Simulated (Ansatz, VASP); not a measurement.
**One calculation of AlN, two programs**

```
Al N
1.0
     0.00000    2.13624    1.93279
     2.13624    0.00000    1.93279
     2.13624    2.13624    0.00000
Al N
1 1
Direct
  0.50000 0.50000 0.50000
  0.00000 0.00000 0.00000
```

Change from the starting cell: strain +0.050 along x and y, -0.050 along z, atoms carried along.

Alike in both runs: task single point; functional r2SCAN; k mesh 10 × 10 × 10; occupations gaussian, width 0.05 eV; no spin polarisation.

|  | VASP | Ansatz |
| --- | --- | --- |
| version | VASP 6.6.1 | Ansatz 0.2.0 |
| potentials or method | VASP PAW PBE potentials, release 64 (Al, N), cutoff 520 eV | scalar-relativistic, plane waves, PAW |
| valence electrons in the cell | 8 | 8 |

```csv
,VASP,Ansatz,Ansatz less VASP
gap on the k mesh at the Fermi level (eV),4.26,4.26,0.000
least direct gap on the mesh (eV),5.18,5.15,-0.036
pressure (GPa),-12.9,-12.2,+0.69
"traceless stress, the component that is largest in VASP (GPa)",15.35,15.03,-0.326
```

VASP's potentials were made for PBE, not for r2SCAN.
